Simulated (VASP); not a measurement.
# TePb in VASP: notebook, part 2 of 2

VASP 6.6.1. Earlier steps stand in the parts before.

## (4) Single point, r2SCAN

POSCAR reads:

```
TePb
1.0
    0.0000000000      3.2678368377      3.2678368377
    3.2678368377      0.0000000000      3.2678368377
    3.2678368377      3.2678368377      0.0000000000
Pb Te
1 1
Direct
    0.0000000000      0.0000000000      0.0000000000
    0.5000000000      0.5000000000      0.5000000000
```

INCAR.step1 reads:

```
SYSTEM = TePb
PREC     = Accurate       ! precision mode
ENCUT    = 520            ! plane-wave cutoff, eV
ISMEAR   = 0              ! smearing method
SIGMA    = 0.01           ! smearing width, eV
LREAL    = .False.        ! projectors in reciprocal space
LASPH    = .True.         ! aspherical terms in the spheres
NELM     = 80             ! most SCF steps
NBANDS   = 17             ! bands
GGA      = PE             ! functional
ALGO     = Normal         ! electronic algorithm
EDIFF    = 1E-4           ! SCF threshold, eV
LWAVE    = .True.         ! write WAVECAR
LCHARG   = .False.        ! write CHGCAR
```

INCAR.step2 reads:

```
SYSTEM = TePb
PREC     = Accurate       ! precision mode
ENCUT    = 520            ! plane-wave cutoff, eV
EDIFF    = 1E-6           ! SCF threshold, eV
ISMEAR   = 0              ! smearing method
SIGMA    = 0.01           ! smearing width, eV
LREAL    = .False.        ! projectors in reciprocal space
LASPH    = .True.         ! aspherical terms in the spheres
NELM     = 80             ! most SCF steps
ALGO     = Normal         ! electronic algorithm
ISIF     = 2              ! what is computed and relaxed
LWAVE    = .False.        ! write WAVECAR
LCHARG   = .True.         ! write CHGCAR
METAGGA  = R2SCAN         ! meta-GGA
LMIXTAU  = .True.       
LELF     = .True.         ! ELF
LVHAR    = .True.       
NBANDS   = 17             ! bands
ISTART   = 1
```

KPOINTS reads:

```
regular mesh
0
Gamma
  8 8 8
  0 0 0
```

Potentials or basis: VASP PAW PBE potentials, release 64 (Pb_d, Te).

Run with:

```sh
$ cat potpaw_PBE.64/Pb_d/POTCAR potpaw_PBE.64/Te/POTCAR > POTCAR
$ cp INCAR.step1 INCAR
$ mpirun -np 1 vasp_std > vasp.out
$ cp INCAR.step2 INCAR
$ mpirun -np 1 vasp_std > vasp.out
```

OUTCAR:

```text
SYSTEM = TePb
   PREC = Accurate
   ENCUT = 520
   EDIFF = 1E-6
   ISMEAR = 0
   LREAL = .False.
   LASPH = .True.
   NELM = 80
   ISIF = 2
   METAGGA = R2SCAN
   ISTART = 1

 ion  position               nearest neighbor table
   1  0.000  0.000  0.000-   2 3.27   2 3.27   2 3.27   2 3.27   2 3.27   2 3.27
   2  0.500  0.500  0.500-   1 3.27   1 3.27   1 3.27   1 3.27   1 3.27   1 3.27

  LATTYP: Found a face centered cubic cell.
 ALAT       =     6.5356736754

  Lattice vectors:

 A1 = (   0.0000000000,   3.2678368377,   3.2678368377)
 A2 = (   3.2678368377,   0.0000000000,   3.2678368377)
 A3 = (   3.2678368377,   3.2678368377,   0.0000000000)

Analysis of symmetry for initial positions (statically):
=====================================================================
 Subroutine PRICEL returns:
 Original cell was already a primitive cell.

 Routine SETGRP: Setting up the symmetry group for a
 face centered cubic supercell.

 Subroutine GETGRP returns: Found 48 space group operations
 (whereof 48 operations were pure point group operations)
 out of a pool of 48 trial point group operations.

The static configuration has the point symmetry O_h .

Analysis of symmetry for dynamics (positions and initial velocities):
=====================================================================
 Subroutine PRICEL returns:
 Original cell was already a primitive cell.

 Routine SETGRP: Setting up the symmetry group for a
 face centered cubic supercell.

 Subroutine GETGRP returns: Found 48 space group operations
 (whereof 48 operations were pure point group operations)
 out of a pool of 48 trial point group operations.

The dynamic configuration has the point symmetry O_h .

 Subroutine INISYM returns: Found 48 space group operations
 (whereof 48 operations are pure point group operations),
 and found     1 'primitive' translations

[... 111 lines left out ...]
   IALGO  =     38    algorithm
   IMIX   =      4    mixing-type and parameters
     AMIX     =   0.40;   BMIX     =  1.00
     AMIX_MAG =   1.60;   BMIX_MAG =  1.00
  volume/ion in A,a.u.               =      34.90       235.49
  Fermi-wavevector in a.u.,A,eV,Ry     =   1.079314  2.039608 15.849681  1.164919
  Thomas-Fermi vector in A             =   2.215276
   LORBIT       =      0    0 simple, 1 ext, 2 COOP (PROOUT), +10 PAW based schemes
   METAGGA = R2SCAN    functional components
   LHFCALC =     F    Hartree Fock is set to
   AEXX    =    0.0000 exact exchange contribution
   IVDW    =     0    specifies the selected vdW correction
   LEPSILON=     F    determine dielectric tensor
   LRPA    =     F    only Hartree local field effects (RPA)
 non-spin polarized calculation
 Gauss-broadening in eV      SIGMA  =   0.01
  energy-cutoff  :      520.00
  volume of cell :       69.79
 maximum number of plane-waves:      1895
 NGX is ok and might be reduce to    36
   NGX = 17   NGY = 17   NGZ = 17

 number of electron      20.0000002 magnetization

 Free energy of the ion-electron system (eV)
  ---------------------------------------------------
  ext. energy  EPLUGINS =         0.00000000
  ---------------------------------------------------
  free energy    TOTEN  =       -82.70611560 eV

  energy without entropy =      -82.70611560  energy(sigma->0) =      -82.70611560

 E-fermi :   5.2001     XC(G=0):  -9.6527

 val. band max:        5.0670995094   @ k =   0.5000   0.0000   0.0000
 cond. band min:       6.1604373443   @ k =   0.5000   0.0000   0.0000
 fundamental gap:      1.0933378349
 Fermi energy:         5.2001418865

 k-point     1 :       0.0000    0.0000    0.0000
  band No.  band energies     occupation
      1     -12.2480      2.00000
      2     -12.2480      2.00000
      3     -12.2389      2.00000
      4     -12.2389      2.00000
      5     -12.2389      2.00000
      6      -7.1535      2.00000
[... 457 lines left out ...]
      4     -12.2285      2.00000
      5     -12.2215      2.00000
      6      -5.5461      2.00000
[... 9 lines left out ...]
     16      15.3374      0.00000
     17      15.7966      0.00000

 [... further k-points ...]

------------------------ aborting loop because EDIFF is reached ----------------------------------------

  FORCE on cell =-STRESS in cart. coord.  units (eV):
  Direction    XX          YY          ZZ          XY          YZ          ZX
  --------------------------------------------------------------------------------------
  -------------------------------------------------------------------------------------
  Total       -0.0122337     -0.0122337     -0.0122337      0.0000000      0.0000000      0.0000000
  in kB       -0.2808392     -0.2808392     -0.2808392      0.0000000      0.0000000      0.0000000
  external PRESSURE =      -0.2808392 kB  Pullay stress =       0.0000000 kB

 VOLUME and BASIS-vectors are now :
 -----------------------------------------------------------------------------
  energy-cutoff  :      520.00
  volume of cell :       69.79
      direct lattice vectors                 reciprocal lattice vectors
     0.000000000  3.267836838  3.267836838    -0.153006415  0.153006415  0.153006415
     3.267836838  0.000000000  3.267836838     0.153006415 -0.153006415  0.153006415
     3.267836838  3.267836838  0.000000000     0.153006415  0.153006415 -0.153006415

 POSITION                                       TOTAL-FORCE (eV/Angst)
 -----------------------------------------------------------------------------------
      0.00000      0.00000      0.00000         0.000000      0.000000      0.000000
      3.26784      3.26784      3.26784         0.000000      0.000000     -0.000000
 -----------------------------------------------------------------------------------
    total drift:                               -0.000000      0.000000      0.000000

  FREE ENERGIE OF THE ION-ELECTRON SYSTEM (eV)
  ---------------------------------------------------
  free  energy   TOTEN  =       -82.7061156005 eV

  energy  without entropy=      -82.7061156005  energy(sigma->0) =      -82.70611560
```

OSZICAR.step1:

```text
N       E                     dE             d eps       ncg     rms          rms(c)
DAV:   1     0.150554216448E+03    0.15055E+03   -0.90872E+03   986   0.113E+03
DAV:   2     0.249639288700E+01   -0.14806E+03   -0.14333E+03  1047   0.288E+02
DAV:   3    -0.738754733667E+01   -0.98839E+01   -0.98329E+01  1249   0.824E+01
DAV:   4    -0.764834043083E+01   -0.26079E+00   -0.26067E+00  1254   0.150E+01
DAV:   5    -0.765792391677E+01   -0.95835E-02   -0.95832E-02  1409   0.255E+00    0.308E+00
DAV:   6    -0.752238537242E+01    0.13554E+00   -0.30374E-01  1420   0.372E+00    0.189E+00
DAV:   7    -0.751882806222E+01    0.35573E-02   -0.87336E-02  1221   0.139E+00    0.905E-01
DAV:   8    -0.752106955660E+01   -0.22415E-02   -0.10364E-02  1178   0.102E+00    0.149E-01
DAV:   9    -0.752086980949E+01    0.19975E-03   -0.15121E-03  1398   0.400E-01    0.645E-02
DAV:  10    -0.752091388399E+01   -0.44074E-04   -0.16477E-04  1028   0.923E-02
   1 F= -.75209139E+01 E0= -.75209139E+01  d E =-.721059E-37
```

It took 80 s on 1 thread of Intel Xeon 6975P-C (Granite Rapids), shared host; peak memory 0.23 GiB.

Results:

```yaml
Free_energy: -82.7061 eV
Pressure: 0.0 GPa
Band_gap_on_the_k_mesh: 1.09 eV, direct
```

Caveat: the PAW data sets were made with another functional, which shifts forces and pressure a little; spin-orbit coupling is left out, which moves the levels of the heavy elements.

## (5) Single point, PBE (epitaxial xy strain -1.0%)

INCAR reads:

```
SYSTEM = TePb
PREC     = Accurate       ! precision mode
ENCUT    = 520            ! plane-wave cutoff, eV
EDIFF    = 1E-7           ! SCF threshold, eV
ISMEAR   = -1             ! smearing method
SIGMA    = 0.02           ! smearing width, eV
LREAL    = .FALSE.        ! projectors in reciprocal space
LASPH    = .TRUE.         ! aspherical terms in the spheres
NELM     = 60             ! most SCF steps
ALGO     = Normal         ! electronic algorithm
ISIF     = 2              ! what is computed and relaxed
LWAVE    = .FALSE.        ! write WAVECAR
LCHARG   = .FALSE.        ! write CHGCAR
GGA      = PE             ! functional
NBANDS   = 17             ! bands
```

KPOINTS reads:

```
Automatic mesh
0
G
  8 8 8
  0 0 0
```

POSCAR reads:

```
TePb
1.0
    0.0000000000      3.2351584693      3.2712309296
    3.2351584693      0.0000000000      3.2712309296
    3.2351584693      3.2351584693      0.0000000000
Pb Te
1 1
Direct
    0.0000000000      0.0000000000      0.0000000000
    0.5000000000      0.5000000000      0.5000000000
```

Run with:

```sh
$ cat potpaw_PBE.64/Pb_d/POTCAR potpaw_PBE.64/Te/POTCAR > POTCAR
$ mpirun -np 1 vasp_std > vasp.out
```

Wall time 35 s (1 thread of Intel Xeon 6975P-C (Granite Rapids), shared host); peak memory 0.24 GiB.

Results (log left out):

```yaml
Free_energy: -7.5106 eV
Pressure: 1.4 GPa
Band_gap_on_the_k_mesh: 0.76 eV, direct
```

Stress tensor (GPa, compression positive):
```
1.83 0.00 0.00
0.00 1.83 0.00
0.00 0.00 0.58
```

Levels at points of the mesh, in eV from the valence-band top:
| k point | band 6 | band 7 | band 8 | band 9 | band 10 | band 11 | band 12 | band 13 | band 14 | band 15 |
| --- | --- | --- | --- | --- | --- | --- | --- | --- | --- | --- |
| (0.00, 0.00, 0.00) | -11.90 | -5.63 | -1.33 | -1.33 | -1.22 | 3.90 | 4.14 | 4.14 | 5.79 | 5.85 |
| (0.50, 0.00, 0.00) | -10.50 | -8.51 | -0.86 | -0.83 | 0.00 | 0.76 | 1.29 | 1.33 | 8.37 | 9.19 |
| (0.50, 0.50, 0.00) | -10.32 | -7.22 | -4.37 | -2.70 | -2.70 | 3.38 | 5.45 | 5.45 | 6.52 | 10.08 |
| (0.50, 0.00, 0.50) | -10.24 | -7.30 | -4.39 | -2.78 | -2.66 | 3.34 | 5.27 | 5.54 | 6.68 | 10.03 |

Caveat: the cell differs from its parent crystal (epitaxial xy strain -1.0%); spin-orbit coupling is left out, which moves the levels of the heavy elements.

## (6) Single point, PBE (uniaxial z strain +0.5%)

INCAR reads:

```
PREC = Accurate ; ENCUT = 520
EDIFF = 1E-6 ; ISMEAR = -1
SIGMA = 0.02 ; LREAL = False
LASPH = True ; NELM = 100
ALGO = Normal ; ISIF = 2
LWAVE = False ; LCHARG = False
GGA = PE ; NBANDS = 17
```

KPOINTS reads:

```
Automatic mesh
0
Gamma
  8 8 8
```

POSCAR reads:

```
TePb
1.0
    0.0000000000      3.2678368377      3.2841760219
    3.2678368377      0.0000000000      3.2841760219
    3.2678368377      3.2678368377      0.0000000000
Pb Te
1 1
Direct
    0.0000000000      0.0000000000      0.0000000000
    0.5000000000      0.5000000000      0.5000000000
```

Potentials or basis: VASP PAW PBE potentials, release 64 (Pb_d, Te).

Run with:

```sh
$ cat potpaw_PBE.64/Pb_d/POTCAR potpaw_PBE.64/Te/POTCAR > POTCAR
$ mpirun -np 1 vasp_std > vasp.out
```

Run time: 33 s. Hardware: 1 thread of Intel Xeon 6975P-C (Granite Rapids), shared host; peak memory 0.24 GiB.

Results (log left out):

```yaml
Free_energy: -7.5217 eV
Pressure: 0.4 GPa
Band_gap_on_the_k_mesh: 0.81 eV, direct
```

Stress tensor (GPa, compression positive):
```
0.53 0.00 0.00
0.00 0.53 0.00
0.00 0.00 0.02
```

Levels at points of the mesh, in eV from the valence-band top:
| k point | band 6 | band 7 | band 8 | band 9 | band 10 | band 11 | band 12 | band 13 | band 14 | band 15 |
| --- | --- | --- | --- | --- | --- | --- | --- | --- | --- | --- |
| (0.00, 0.00, 0.00) | -11.70 | -5.69 | -1.21 | -1.21 | -1.16 | 3.96 | 4.07 | 4.07 | 5.87 | 5.90 |
| (0.50, 0.00, 0.00) | -10.36 | -8.38 | -0.77 | -0.76 | 0.00 | 0.81 | 1.36 | 1.38 | 8.35 | 9.16 |
| (0.50, 0.50, 0.00) | -10.17 | -7.21 | -4.18 | -2.57 | -2.57 | 3.47 | 5.35 | 5.35 | 6.44 | 10.02 |
| (0.50, 0.00, 0.50) | -10.14 | -7.24 | -4.19 | -2.60 | -2.55 | 3.46 | 5.27 | 5.39 | 6.52 | 10.01 |

Caveat: the cell differs from its parent crystal (uniaxial z strain +0.5%); spin-orbit coupling is left out, which moves the levels of the heavy elements.

## (7) Single point, PBE (epitaxial 111 strain -1.0%)

INCAR, as its differences from that of step 6:

```diff
@@ -3,3 +3,3 @@
 SIGMA = 0.02 ; LREAL = False
-LASPH = True ; NELM = 100
+LASPH = True ; NELM = 80
 ALGO = Normal ; ISIF = 2
```

KPOINTS reads:

```
regular mesh
0
Gamma
  8 8 8
```

POSCAR reads:

```
TePb
1.0
    0.0438811041      3.2790395734      3.2790395734
    3.2790395734      0.0438811041      3.2790395734
    3.2790395734      3.2790395734      0.0438811041
Pb Te
1 1
Direct
    0.0000000000      0.0000000000      0.0000000000
    0.5000000000      0.5000000000      0.5000000000
```

Run with:

```sh
$ cat potpaw_PBE.64/Pb_d/POTCAR potpaw_PBE.64/Te/POTCAR > POTCAR
$ mpirun -np 1 vasp_std > vasp.out
```

Run time: 35 s. Hardware: 1 thread of Intel Xeon 6975P-C (Granite Rapids), shared host; peak memory 0.25 GiB.

The run converged. Its results:

- Free energy: -7.5157 eV
- Pressure: 1.0 GPa
- Band gap on the k mesh: 0.66 eV, indirect (least direct gap 0.77 eV)

Stress tensor (GPa, compression positive):
```
 0.98 -0.19 -0.19
-0.19  0.98 -0.19
-0.19 -0.19  0.98
```

Levels at points of the mesh, in eV from the valence-band top:
| k point | band 8 | band 9 | band 10 | band 11 | band 12 | band 13 |
| --- | --- | --- | --- | --- | --- | --- |
| (0.00, 0.00, 0.00) | -1.45 | -1.28 | -1.28 | 3.95 | 3.95 | 4.01 |
| (0.50, 0.00, 0.00) | -0.95 | -0.88 | -0.11 | 0.66 | 1.19 | 1.26 |
| (0.50, 0.50, 0.00) | -4.39 | -2.81 | -2.68 | 3.32 | 5.28 | 5.32 |
| (0.50, 0.50, 0.50) | -0.84 | -0.84 | 0.00 | 0.80 | 1.34 | 1.34 |

Caveat: the cell differs from its parent crystal (epitaxial 111 strain -1.0%); spin-orbit coupling is left out, which moves the levels of the heavy elements. A k mesh can miss the band edges.

## (8) Overview

```tsv
level	cell	k mesh	smearing	gap on the mesh (eV)	pressure (GPa)
PBE	a = 4.622, b = 4.622, c = 4.714 Å, angles 59.3, 59.3, 58.7°, 2 atoms	4 × 4 × 4	gaussian 0.01 eV	0.60	0.6
PBE	a = 4.621 Å, angles 60.0°, 2 atoms	8 × 8 × 8	fermi-dirac 0.02 eV	0.80	0.6
r2SCAN	a = 4.621 Å, angles 60.0°, 2 atoms	8 × 8 × 8	gaussian 0.01 eV	1.09	0.0
PBE	a = 4.601, b = 4.601, c = 4.575 Å, angles 60.2, 60.2, 59.6°, 2 atoms	8 × 8 × 8	fermi-dirac 0.02 eV	0.76	1.4
PBE	a = 4.633, b = 4.633, c = 4.621 Å, angles 60.1, 60.1, 59.8°, 2 atoms	8 × 8 × 8	fermi-dirac 0.02 eV	0.81	0.4
PBE	a = 4.637 Å, angles 59.1°, 2 atoms	8 × 8 × 8	fermi-dirac 0.02 eV	0.66	1.0
```

Alike in all rows: task single point; potentials or basis VASP PAW PBE potentials, release 64 (Pb_d, Te); no spin polarisation; cutoff (eV) 520.

Caveats: some runs use coarse meshes; spin-orbit coupling is left out, which moves the levels of the heavy elements; the PAW data sets were made with another functional, which shifts forces and pressure a little (some runs).

Absolute energies hang on the potentials; compare differences alone.
